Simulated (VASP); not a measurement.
# Fe (Im-3m) in VASP: further runs, part 3 of 3

VASP 6.6.1. Earlier steps stand in the parts before.

### 4 Single point, PBE, collinear spin, ferromagnetic start (11.12 Å³/atom)

The input, INCAR:

```
SYSTEM = Fe
PREC = Accurate ; ENCUT = 520
EDIFF = 1E-6 ; ISMEAR = 0
SIGMA = 0.05 ; LREAL = .False.
LASPH = .True. ; NELM = 150
ALGO = Normal ; ISIF = 2
LWAVE = .False. ; LCHARG = .False.
ISPIN = 2 ; MAGMOM = 2.43
LORBIT = 11 ; LMAXMIX = 4
GGA = PE ; NBANDS = 14
```

The input, KPOINTS:

```
regular mesh
0
Gamma
  22 22 22
  0 0 0
```

The input, POSCAR:

```
Fe
1.0
   -1.4060923606      1.4060923606      1.4060923606
    1.4060923606     -1.4060923606      1.4060923606
    1.4060923606      1.4060923606     -1.4060923606
Fe
1
Direct
    0.0000000000      0.0000000000      0.0000000000
```

Potentials or basis: VASP PAW PBE potentials, release 64 (Fe).

Started as:

```console
> cat potpaw_PBE.64/Fe/POTCAR > POTCAR
> mpirun -np 1 vasp_std > vasp.out
```

OUTCAR:

```text
SYSTEM = Fe
   PREC = Accurate
   ENCUT = 520
   EDIFF = 1E-6
   ISMEAR = 0
   LREAL = .False.
   LASPH = .True.
   NELM = 150
   ISIF = 2
   ISPIN = 2
   LORBIT = 11
   GGA = PE

 ion  position               nearest neighbor table
   1  0.000  0.000  0.000-

  LATTYP: Found a body centered cubic cell.
 ALAT       =     2.8121847212

  Lattice vectors:

 A1 = (  -1.4060923606,   1.4060923606,   1.4060923606)
 A2 = (   1.4060923606,  -1.4060923606,   1.4060923606)
 A3 = (   1.4060923606,   1.4060923606,  -1.4060923606)

Analysis of symmetry for initial positions (statically):
=====================================================================
 Subroutine PRICEL returns:
 Original cell was already a primitive cell.

 Routine SETGRP: Setting up the symmetry group for a
 body centered cubic supercell.

 Subroutine GETGRP returns: Found 48 space group operations
 (whereof 48 operations were pure point group operations)
 out of a pool of 48 trial point group operations.

The static configuration has the point symmetry O_h .

Analysis of symmetry for dynamics (positions and initial velocities):
=====================================================================
 Subroutine PRICEL returns:
 Original cell was already a primitive cell.

 Routine SETGRP: Setting up the symmetry group for a
 body centered cubic supercell.

 Subroutine GETGRP returns: Found 48 space group operations
 (whereof 48 operations were pure point group operations)
 out of a pool of 48 trial point group operations.

The dynamic configuration has the point symmetry O_h .

Analysis of structural, dynamic, and magnetic symmetry:
=====================================================================
 Subroutine PRICEL returns:
 Original cell was already a primitive cell.

 Routine SETGRP: Setting up the symmetry group for a
 body centered cubic supercell.

 Subroutine GETGRP returns: Found 48 space group operations
 (whereof 48 operations were pure point group operations)
 out of a pool of 48 trial point group operations.

The overall configuration has the point symmetry O_h .

 Subroutine INISYM returns: Found 48 space group operations
 (whereof 48 operations are pure point group operations),
 and found     1 'primitive' translations

----------------------------------------------------------------------------------------

                                     Primitive cell

  volume of cell :      11.1199

  direct lattice vectors                    reciprocal lattice vectors
    -1.406092361  1.406092361  1.406092361     0.000000000  0.355595417  0.355595417
     1.406092361 -1.406092361  1.406092361     0.355595417  0.000000000  0.355595417
     1.406092361  1.406092361 -1.406092361     0.355595417  0.355595417  0.000000000

  length of vectors
     2.435423409  2.435423409  2.435423409     0.502887862  0.502887862  0.502887862

  position of ions in fractional coordinates (direct lattice)
     0.000000000  0.000000000  0.000000000

  ion indices of the primitive-cell ions
   primitive index   ion index
                 1           1

----------------------------------------------------------------------------------------

 KPOINTS: regular mesh

Automatic generation of k-mesh.
 Grid dimensions read from file:
 generate k-points for:   22   22   22

 Generating k-lattice:

[... 69 lines left out ...]
   POTIM  = 0.5000    time-step for ionic-motion
   TEBEG  =    0.0;   TEEND  =   0.0 temperature during run
   PSTRESS=    0.0 pullay stress
   NELECT =       8.0000    total number of electrons
   NUPDOWN=      -1.0000    fix difference up-down
   EMIN   =  10.00;   EMAX   =-10.00  energy-range for DOS
   EFERMI =   0.00;   METHOD = LEGACY
   ISMEAR =     0;   SIGMA  =   0.05  broadening in eV -4-tet -1-fermi 0-gaus
   EFERMI_NEDOS =   21; number of points for ismear=-14 and -15
   IALGO  =     38    algorithm
   IMIX   =      4    mixing-type and parameters
     AMIX     =   0.40;   BMIX     =  1.00
     AMIX_MAG =   1.60;   BMIX_MAG =  1.00
  volume/ion in A,a.u.               =      11.12        75.04
  Fermi-wavevector in a.u.,A,eV,Ry     =   1.466913  2.772063 29.277470  2.151833
  Thomas-Fermi vector in A             =   2.582593
   LORBIT       =     11    0 simple, 1 ext, 2 COOP (PROOUT), +10 PAW based schemes
   GGA     = PE    functional components
   LHFCALC =     F    Hartree Fock is set to
   AEXX    =    0.0000 exact exchange contribution
   IVDW    =     0    specifies the selected vdW correction
   LEPSILON=     F    determine dielectric tensor
   LRPA    =     F    only Hartree local field effects (RPA)
 spin polarized calculation
 Gauss-broadening in eV      SIGMA  =   0.05
  energy-cutoff  :      520.00
  volume of cell :       11.12
 maximum number of plane-waves:       321
   NGX =  9   NGY =  9   NGZ =  9

 number of electron       8.0000008 magnetization       2.1549585

 Free energy of the ion-electron system (eV)
  ---------------------------------------------------
  ext. energy  EPLUGINS =         0.00000000
  ---------------------------------------------------
  free energy    TOTEN  =        -8.24077374 eV

  energy without entropy =       -8.23978264  energy(sigma->0) =       -8.24027819

 E-fermi :   6.0424     XC(G=0): -13.2396

 val. band max:        6.0290408493   @ k =  -0.4091   0.4091   0.2727
 cond. band min:       6.0446603009   @ k =  -0.2727   0.2727   0.2273
 fundamental gap:      0.0156194517
 Fermi energy:         6.0424497489

 spin component 1

 k-point     1 :       0.0000    0.0000    0.0000
  band No.  band energies     occupation
      1      -2.5166      1.00000
      2       3.7077      1.00000
      3       3.7077      1.00000
      4       3.7077      1.00000
      5       4.9548      1.00000
      6       4.9548      1.00000
      7      31.2741      0.00000
      8      31.2741      0.00000
      9      31.2741      0.00000
     10      36.4969      0.00000
     11      36.4969      0.00000
     12      38.9291      0.00000
     13      38.9291      0.00000
     14      38.9291      0.00000
[... 379 lines left out ...]
      3       3.4697      1.00000
      4       4.6110      1.00000
      5       4.6904      1.00000
      6       5.0450      1.00000
      7      25.3163      0.00000
      8      27.0414      0.00000
      9      31.1294      0.00000
     10      31.7011      0.00000
     11      35.4176      0.00000
     12      36.8512      0.00000
     13      40.8391      0.00000
     14      40.9478      0.00000

 [... further k-points ...]

 spin component 2

 k-point     1 :       0.0000    0.0000    0.0000
  band No.  band energies     occupation
      1      -2.3386      1.00000
      2       5.5719      1.00000
      3       5.5720      1.00000
      4       5.5720      1.00000
      5       7.6842      0.00000
      6       7.6843      0.00000
      7      31.0421      0.00000
      8      31.0421      0.00000
      9      31.0421      0.00000
     10      36.7155      0.00000
     11      36.7155      0.00000
     12      39.5814      0.00000
     13      39.5814      0.00000
     14      39.5814      0.00000
[... 379 lines left out ...]
      3       5.2802      1.00000
      4       6.5386      0.00000
      5       7.2858      0.00000
      6       7.7807      0.00000
      7      25.7267      0.00000
      8      27.3658      0.00000
      9      31.4937      0.00000
     10      32.0248      0.00000
     11      35.7484      0.00000
     12      37.4337      0.00000
     13      41.1933      0.00000
     14      41.3900      0.00000

 [... further k-points ...]

------------------------ aborting loop because EDIFF is reached ----------------------------------------

  FORCE on cell =-STRESS in cart. coord.  units (eV):
  Direction    XX          YY          ZZ          XY          YZ          ZX
  --------------------------------------------------------------------------------------
  -------------------------------------------------------------------------------------
  Total        0.2781491      0.2781491      0.2781491      0.0000000     -0.0000000      0.0000000
  in kB       40.0762103     40.0762103     40.0762103      0.0000000     -0.0000000      0.0000000
  external PRESSURE =      40.0762103 kB  Pullay stress =       0.0000000 kB

 VOLUME and BASIS-vectors are now :
 -----------------------------------------------------------------------------
  energy-cutoff  :      520.00
  volume of cell :       11.12
      direct lattice vectors                 reciprocal lattice vectors
    -1.406092361  1.406092361  1.406092361     0.000000000  0.355595417  0.355595417
     1.406092361 -1.406092361  1.406092361     0.355595417  0.000000000  0.355595417
     1.406092361  1.406092361 -1.406092361     0.355595417  0.355595417  0.000000000

 POSITION                                       TOTAL-FORCE (eV/Angst)
 -----------------------------------------------------------------------------------
      0.00000      0.00000      0.00000         0.000000      0.000000     -0.000000
 -----------------------------------------------------------------------------------
    total drift:                                0.000000     -0.000000      0.000000

  FREE ENERGIE OF THE ION-ELECTRON SYSTEM (eV)
  ---------------------------------------------------
  free  energy   TOTEN  =        -8.2407737357 eV

  energy  without entropy=       -8.2397826399  energy(sigma->0) =       -8.24027819

 total charge

# of ion       s       p       d       tot
------------------------------------------
    1        0.497   0.561   6.255   7.313

 magnetization (x)

# of ion       s       p       d       tot
------------------------------------------
    1       -0.012  -0.054   2.213   2.147
```

Run time: 60 s. Hardware: 1 thread of AMD EPYC 7R13 (Zen 3), shared host; peak memory 0.16 GiB.

What came out:

```
Free energy                                           : -8.2408 eV
Pressure                                              : 4.0 GPa
Net moment                                            : 2.15 μB per cell
Site moments                                          : Fe +2.15 μB
Valence electrons inside the program's atomic spheres : Fe 7.31
```

Levels at points of the mesh, in eV from the Fermi level:
Spin up:
```csv
k point,band 3,band 4,band 5,band 6,band 7,band 8
"(0.00, 0.00, 0.00)",-2.33,-2.33,-1.09,-1.09,25.23,25.23
"(0.50, 0.00, 0.00)",-1.01,-0.89,0.44,0.51,7.56,18.55
"(0.50, 0.50, 0.50)",0.16,0.16,0.16,10.09,10.09,10.09
```
Spin down:
```
           k point  band 1  band 2  band 3  band 4  band 5  band 6  band 7
(0.00, 0.00, 0.00)   -8.38   -0.47   -0.47   -0.47    1.64    1.64   25.00
(0.50, 0.00, 0.00)   -3.77   -1.79    0.64    1.49    1.91    2.61    8.91
(0.50, 0.50, 0.50)   -3.17   -3.17    2.30    2.30    2.30   10.37   10.37
```

Caveat: the cell stands under pressure.

### 5 Single point, PBE, collinear spin, ferromagnetic start (11.25 Å³/atom)

The input, INCAR:

```
PREC     = Accurate       # precision mode
ENCUT    = 520            # plane-wave cutoff, eV
EDIFF    = 1E-6           # SCF threshold, eV
ISMEAR   = 0              # smearing method
SIGMA    = 0.05           # smearing width, eV
LREAL    = F              # projectors in reciprocal space
LASPH    = T              # aspherical terms in the spheres
NELM     = 150            # most SCF steps
ALGO     = Fast           # electronic algorithm
ISIF     = 2              # what is computed and relaxed
LWAVE    = F              # write WAVECAR
LCHARG   = F              # write CHGCAR
ISPIN    = 2              # spin polarisation
MAGMOM   = 2.55           # initial moments
LORBIT   = 11             # projections on sites
LMAXMIX  = 4              # l up to which the mixer works
GGA      = PE             # functional
NBANDS   = 14             # bands
```

The input, KPOINTS:

```
regular mesh
0
Gamma
  22 22 22
```

The input, POSCAR:

```
Fe
1.0
   -1.4115332170      1.4115332170      1.4115332170
    1.4115332170     -1.4115332170      1.4115332170
    1.4115332170      1.4115332170     -1.4115332170
Fe
1
Direct
    0.0000000000      0.0000000000      0.0000000000
```

Potentials or basis: VASP PAW PBE potentials, release 64 (Fe).

Started as:

```console
> cat potpaw_PBE.64/Fe/POTCAR > POTCAR
> mpirun -np 1 vasp_std > vasp.out
```

OUTCAR:

```text
PREC = Accurate
   ENCUT = 520
   EDIFF = 1E-6
   ISMEAR = 0
   LREAL = F
   LASPH = T
   NELM = 150
   ISIF = 2
   ISPIN = 2
   LORBIT = 11
   GGA = PE

 ion  position               nearest neighbor table
   1  0.000  0.000  0.000-

  LATTYP: Found a body centered cubic cell.
 ALAT       =     2.8230664340

  Lattice vectors:

 A1 = (  -1.4115332170,   1.4115332170,   1.4115332170)
 A2 = (   1.4115332170,  -1.4115332170,   1.4115332170)
 A3 = (   1.4115332170,   1.4115332170,  -1.4115332170)

Analysis of symmetry for initial positions (statically):
=====================================================================
 Subroutine PRICEL returns:
 Original cell was already a primitive cell.

 Routine SETGRP: Setting up the symmetry group for a
 body centered cubic supercell.

 Subroutine GETGRP returns: Found 48 space group operations
 (whereof 48 operations were pure point group operations)
 out of a pool of 48 trial point group operations.

The static configuration has the point symmetry O_h .

Analysis of symmetry for dynamics (positions and initial velocities):
=====================================================================
 Subroutine PRICEL returns:
 Original cell was already a primitive cell.

 Routine SETGRP: Setting up the symmetry group for a
 body centered cubic supercell.

 Subroutine GETGRP returns: Found 48 space group operations
 (whereof 48 operations were pure point group operations)
 out of a pool of 48 trial point group operations.

The dynamic configuration has the point symmetry O_h .

Analysis of structural, dynamic, and magnetic symmetry:
=====================================================================
 Subroutine PRICEL returns:
 Original cell was already a primitive cell.

 Routine SETGRP: Setting up the symmetry group for a
 body centered cubic supercell.

 Subroutine GETGRP returns: Found 48 space group operations
 (whereof 48 operations were pure point group operations)
[... 162 lines left out ...]
      3       3.6085      1.00000
      4       3.6085      1.00000
      5       4.8304      1.00000
      6       4.8304      1.00000
      7      31.0403      0.00000
      8      31.0403      0.00000
      9      31.0403      0.00000
     10      36.1855      0.00000
     11      36.1855      0.00000
     12      38.5511      0.00000
     13      38.5511      0.00000
     14      38.5514      0.00000
[... 379 lines left out ...]
      3       3.3754      1.00000
      4       4.4963      1.00000
      5       4.5718      1.00000
      6       4.9187      1.00000
      7      25.0654      0.00000
      8      26.7786      0.00000
      9      30.7955      0.00000
     10      31.4309      0.00000
     11      35.0898      0.00000
     12      36.4879      0.00000
     13      40.4587      0.00000
     14      40.5952      0.00000

 [... further k-points ...]

 spin component 2

 k-point     1 :       0.0000    0.0000    0.0000
  band No.  band energies     occupation
      1      -2.3947      1.00000
      2       5.4850      1.00000
      3       5.4851      1.00000
      4       5.4852      1.00000
      5       7.5712      0.00000
      6       7.5714      0.00000
      7      30.8005      0.00000
      8      30.8005      0.00000
      9      30.8005      0.00000
     10      36.3982      0.00000
     11      36.3982      0.00000
     12      39.2000      0.00000
     13      39.2000      0.00000
     14      39.2039      0.00000
[... 379 lines left out ...]
      3       5.1980      1.00000
      4       6.4366      0.00000
      5       7.1792      0.00000
      6       7.6658      0.00000
      7      25.4726      0.00000
      8      27.1019      0.00000
      9      31.2150      0.00000
     10      31.6902      0.00000
     11      35.4193      0.00000
     12      37.0634      0.00000
     13      40.8373      0.00000
     14      41.0042      0.00000

 [... further k-points ...]

------------------------ aborting loop because EDIFF is reached ----------------------------------------

  FORCE on cell =-STRESS in cart. coord.  units (eV):
  Direction    XX          YY          ZZ          XY          YZ          ZX
  --------------------------------------------------------------------------------------
  -------------------------------------------------------------------------------------
  Total        0.1124817      0.1124817      0.1124817     -0.0000000      0.0000000     -0.0000000
  in kB       16.0198731     16.0198731     16.0198731     -0.0000000      0.0000000     -0.0000000
  external PRESSURE =      16.0198731 kB  Pullay stress =       0.0000000 kB

 VOLUME and BASIS-vectors are now :
 -----------------------------------------------------------------------------
  energy-cutoff  :      520.00
  volume of cell :       11.25
      direct lattice vectors                 reciprocal lattice vectors
    -1.411533217  1.411533217  1.411533217     0.000000000  0.354224749  0.354224749
     1.411533217 -1.411533217  1.411533217     0.354224749  0.000000000  0.354224749
     1.411533217  1.411533217 -1.411533217     0.354224749  0.354224749  0.000000000

 POSITION                                       TOTAL-FORCE (eV/Angst)
 -----------------------------------------------------------------------------------
      0.00000      0.00000      0.00000         0.000000      0.000000      0.000000
 -----------------------------------------------------------------------------------
    total drift:                                0.000000     -0.000000      0.000000

  FREE ENERGIE OF THE ION-ELECTRON SYSTEM (eV)
  ---------------------------------------------------
  free  energy   TOTEN  =        -8.2429410804 eV

  energy  without entropy=       -8.2419396888  energy(sigma->0) =       -8.24244038

 total charge

# of ion       s       p       d       tot
------------------------------------------
    1        0.492   0.550   6.247   7.288

 magnetization (x)

# of ion       s       p       d       tot
------------------------------------------
    1       -0.012  -0.054   2.227   2.161
```

Wall time 68 s (1 thread of AMD EPYC 7R13 (Zen 3), shared host); peak memory 0.16 GiB.

Results:

| Property | Result |
| --- | --- |
| Free energy | -8.2429 eV |
| Pressure | 1.6 GPa |
| Net moment | 2.17 μB per cell |
| Site moments | Fe +2.16 μB |
| Valence electrons inside the program's atomic spheres | Fe 7.29 |

### 6 Overview

| spin | cell | k mesh | gap on the mesh (eV) | pressure (GPa) | moment (μB) |
| --- | --- | --- | --- | --- | --- |
| collinear, antiferromagnetic start | a = 2.831 Å, 2 atoms, atomic positions A | 12 × 12 × 12 | none | -6.4 | 0.00 |
| collinear, ferromagnetic start | a = 2.419 Å, angles 109.5°, 1 atom, atomic positions B | 22 × 22 × 22 | none | 8.9 | 2.14 |
| collinear, ferromagnetic start | a = 2.435 Å, angles 109.5°, 1 atom, atomic positions B | 22 × 22 × 22 | none | 4.0 | 2.15 |
| collinear, ferromagnetic start | a = 2.445 Å, angles 109.5°, 1 atom, atomic positions B | 22 × 22 × 22 | none | 1.6 | 2.17 |

Alike in all rows: task single point; level PBE; potentials or basis VASP PAW PBE potentials, release 64 (Fe); cutoff (eV) 520; smearing gaussian 0.05 eV.

Caveats: the cell stands under pressure (at least some runs); the cell stands under tension (at least some runs).

Total energies depend on the potentials used, so only differences within one code and one set of settings carry meaning.
